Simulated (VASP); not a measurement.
Set up this calculation in VASP 6.6.1, as the native input.

- Task: single point
- Functional: PBEsol
- Potentials or basis: VASP PAW PBE potentials, release 64 (Ta_pv, N)
- Cutoff: 520 eV
- k mesh: 18 × 18 × 16
- Occupations: gaussian, width 0.15 eV
- Spin: no spin polarisation
- Dipole correction: no
- Further INCAR settings: ALGO = Normal; EDIFF = 1e-07; NBANDS = 15

The structure of TaN lies in POSCAR:

```
TaN
1.0
    2.8509000000      0.0000000000      0.0000000000
   -1.4254500000      2.4689518237      0.0000000000
    0.0000000000      0.0000000000      2.9425000000
Ta N
1 1
Direct
    0.3333333333      0.6666666667      0.5000000000
    0.0000000000      0.0000000000      0.0000000000
```

One way to write it, as run:

INCAR

```
SYSTEM = TaN
PREC = Accurate ; ENCUT = 520
EDIFF = 1E-7 ; ISMEAR = 0
SIGMA = 0.15 ; LREAL = .FALSE.
LASPH = .TRUE. ; NELM = 80
ALGO = Normal ; ISIF = 2
LWAVE = .FALSE. ; LCHARG = .FALSE.
GGA = PS ; NBANDS = 15
```

KPOINTS

```
regular mesh
0
G
  18 18 16
  0 0 0
```

Potentials or basis: VASP PAW PBE potentials, release 64 (Ta_pv, N).

The run is started by

```console
$ cat potpaw_PBE.64/Ta_pv/POTCAR potpaw_PBE.64/N/POTCAR > POTCAR
$ mpirun -np 1 vasp_std > vasp.out
```

Results of the run:

| Property | Result |
| --- | --- |
| Pressure | 10.0 GPa |
| Band gap on the k mesh | zero (bands 8 and 9 overlap by 0.43 eV) |

Caveat: the cell stands under pressure; the PAW data sets were made with another functional, which shifts forces and pressure a little; spin-orbit coupling is left out, which moves the levels of the heavy elements.

Wall time 64 s on 1 thread of Intel Xeon 8259CL, with other jobs on the host, peak memory 0.23 GiB.
